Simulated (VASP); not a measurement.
SiNi, 8 atoms in the cell. It takes space group Pm-3m (No. 221, cubic). Conventional cell: a = 2.836 Å, b = 2.836 Å, c = 2.836 Å, α = 90.00°, β = 90.00°, γ = 90.00°. Si (site symmetry m-3m) has 8 Ni at 2.46 Å and 6 Si at 2.84 Å within 3.2 Å. Within 3.2 Å of Ni (site symmetry m-3m) lie 8 Si at 2.46 Å and 6 Ni at 2.84 Å. 

| Quantity | Value |
| --- | --- |
| Program | VASP 6.6.1 |
| Task | relaxation of cell and atoms |
| Functional | PBE |
| Potentials or basis | VASP PAW PBE potentials, release 64 (Si, Ni) |
| Cutoff | 600 eV |
| k mesh | 8 × 8 × 8 |
| Occupations | gaussian, width 0.1 eV |
| Spin | no spin polarisation |
| Dipole correction | no |
| Further INCAR settings | ALGO = Normal; EDIFF = 1e-06; IBRION = 2; EDIFFG = -0.015; NSW = 80; ISIF = 3 |

Potentials or basis: VASP PAW PBE potentials, release 64 (Si, Ni).

Run with:

```bash
$ cat potpaw_PBE.64/Si/POTCAR potpaw_PBE.64/Ni/POTCAR > POTCAR
$ mpirun -np 1 vasp_std > vasp.out
```

Hardware: 1 thread of Intel(R) Xeon(R) Platinum 8375C CPU @ 2.90GHz (Ice Lake), on a shared host.

Task: Estimate the wall time of this run.

Result: It took 3.4 min on 1 thread of Intel(R) Xeon(R) Platinum 8375C CPU @ 2.90GHz (Ice Lake), on a shared host, peak memory 0.29 GiB. Counts: scf iterations 29, k points 29, ion steps 3.
